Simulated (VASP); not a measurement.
Here is a VASP 6.6.1 calculation.

Contents of POSCAR:

```
CdTe
1.0
    0.0000000000      3.2415060269      3.2415060269
    3.2415060269      0.0000000000      3.2415060269
    3.2415060269      3.2415060269      0.0000000000
Cd Te
1 1
Direct
    0.0000000000      0.0000000000      0.0000000000
    0.2500000000      0.2500000000      0.2500000000
```

INCAR.step1

```
PREC = Accurate
ENCUT = 520
ISMEAR = 0
SIGMA = 0.05
LREAL = F
LASPH = T
NELM = 80
NBANDS = 16
GGA = PE
ALGO = Normal
EDIFF = 1E-4
LWAVE = T
LCHARG = F
```

File INCAR.step2:

```
PREC = Accurate
ENCUT = 520
EDIFF = 1E-6
ISMEAR = 0
SIGMA = 0.05
LREAL = F
LASPH = T
NELM = 80
ALGO = Normal
ISIF = 2
LWAVE = F
LCHARG = F
METAGGA = R2SCAN
LMIXTAU = T
IVDW = 12
VDW_S6 = 1.0
VDW_S8 = 0.78981345
VDW_A1 = 0.49484001
VDW_A2 = 5.73083694
NBANDS = 16
ISTART = 1
```

The input KPOINTS:

```
Automatic mesh
0
Gamma
  6 6 6
```

Potentials or basis: VASP PAW PBE potentials, release 64 (Cd, Te).

Run with:

```console
$ cat potpaw_PBE.64/Cd/POTCAR potpaw_PBE.64/Te/POTCAR > POTCAR
$ cp INCAR.step1 INCAR
$ mpirun -np 1 vasp_std > vasp.out
$ cp INCAR.step2 INCAR
$ mpirun -np 1 vasp_std > vasp.out
```

Q: What does it give for the band gap on the k mesh?

A: 1.27 eV, direct.

Q: Estimate the pressure.

A: 0.9 GPa.

Q: Estimate the dispersion energy per atom.

A: -0.167 eV.

Caveat: three body term missing; the PAW data sets were made with another functional, which shifts forces and pressure a little; spin-orbit coupling is left out, which moves the levels of the heavy elements.
